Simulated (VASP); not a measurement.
Here is a VASP 6.6.1 calculation.

File INCAR:

```
ALGO = Normal
EDIFF = 1E-7
EDIFFG = -0.005
ENCUT = 600
GGA = PS
IBRION = 2
ISIF = 3
ISMEAR = -1
LASPH = True
LCHARG = False
LREAL = False
LWAVE = False
NELM = 80
NSW = 80
PREC = Accurate
SIGMA = 0.05
```

KPOINTS

```
k-points
0
Gamma
  7 7 7
```

The input POSCAR:

```
SnTe
1.0
    0.0000000000      3.6111460000      3.6111460000
    3.6111460000      0.0000000000      3.6111460000
    3.6111460000      3.6111460000      0.0000000000
Te Sn
1 1
Direct
    0.2500000000      0.2500000000      0.2500000000
    0.0000000000      0.0000000000      0.0000000000
```

Potentials or basis: VASP PAW PBE potentials, release 64 (Te, Sn_d).

Run with:

```console
$ cat potpaw_PBE.64/Te/POTCAR potpaw_PBE.64/Sn_d/POTCAR > POTCAR
$ mpirun -np 1 vasp_std > vasp.out
```

Problem. Estimate the relaxed cell.

Solution. a = 5.010 Å, b = 5.010 Å, c = 5.010 Å, α = 60.00°, β = 60.00°, γ = 60.00°.

Problem. Predict the band gap on the k mesh.

Solution. 0.14 eV, indirect (least direct gap 0.72 eV).

Problem. What does it give for the space group after relaxing (to 0.05 Å)?

Solution. F-43m (No. 216).

Problem. Predict the relaxed volume.

Solution. 44.47 Å³/atom.

Final structure:
```yaml
crystal:
  lattice:
    - [0.00000, 3.54279, 3.54279]
    - [3.54279, 0.00000, 3.54279]
    - [3.54279, 3.54279, 0.00000]
  atoms:
    - { symbol: Te, position: [0.25000, 0.25000, 0.25000] }
    - { symbol: Sn, position: [0.00000, 0.00000, 0.00000] }
```

Caveat: the PAW data sets were made with another functional, which shifts forces and pressure a little; spin-orbit coupling is left out, which moves the levels of the heavy elements. A k mesh can miss the band edges.
